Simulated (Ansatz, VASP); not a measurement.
# MgS: VASP beside Ansatz

Contents of INCAR:

```
  PREC = Accurate
  ENCUT = 520
  EDIFF = 1E-6
  ISMEAR = 0
  SIGMA = 0.05
  LREAL = F
  LASPH = T
  NELM = 80
  ALGO = Normal
  ISIF = 2
  LWAVE = F
  LCHARG = F
  GGA = PS
  NBANDS = 11
```

Contents of KPOINTS:

```
regular mesh
0
Gamma
  8 8 8
```

File POSCAR:

```
MgS
1.0
    0.6341642620      2.9542774158      2.9542774158
    2.9542774158      0.6341642620      2.9542774158
    2.9542774158      2.9542774158      0.6341642620
Mg S
1 1
Direct
    0.0000000000      0.0000000000      0.0000000000
    0.5000000000      0.5000000000      0.5000000000
```

Input for Ansatz:

```yaml
crystal:
  lattice:
    - [0.634164262, 2.9542774158, 2.9542774158]
    - [2.9542774158, 0.634164262, 2.9542774158]
    - [2.9542774158, 2.9542774158, 0.634164262]
  atoms:
    - { symbol: Mg, position: [0.0, 0.0, 0.0] }
    - { symbol: S, position: [0.5, 0.5, 0.5] }
basis:
  ecutwfc: 420
kpoints:
  mp_grid: { grid: [8, 8, 8] }
hamiltonian:
  xc: pbesol
scf:
  occupations: { method: gaussian, width: 0.05 }
output:
  forces: true
  stress: true
  eigenvalues: true
```

Alike in both runs: task single point; functional PBEsol; k mesh 8 × 8 × 8; occupations gaussian, width 0.05 eV; no spin polarisation.

|  | VASP | Ansatz |
| --- | --- | --- |
| version | VASP 6.6.1 | Ansatz 0.2.0 |
| potentials or method | VASP PAW PBE potentials, release 64 (Mg, S), cutoff 520 eV | scalar-relativistic, plane waves, PAW |
| valence electrons in the cell | 8 | 16 |

|  | VASP | Ansatz | Ansatz less VASP |
| --- | --- | --- | --- |
| gap on the k mesh at the Fermi level (eV) | none | none | - |
| pressure (GPa) | 0.1 | 0.3 | +0.20 |
| traceless stress, the component that is largest in VASP (GPa) | -15.86 | -15.86 | 0.000 |

VASP's potentials were made for PBE, not for PBEsol. A gap of «none» marks a metal or a gap that the smearing closes. VASP's potentials hold 8 valence electrons a cell and Ansatz's 16, so a difference there can come from the potentials and not from the codes.
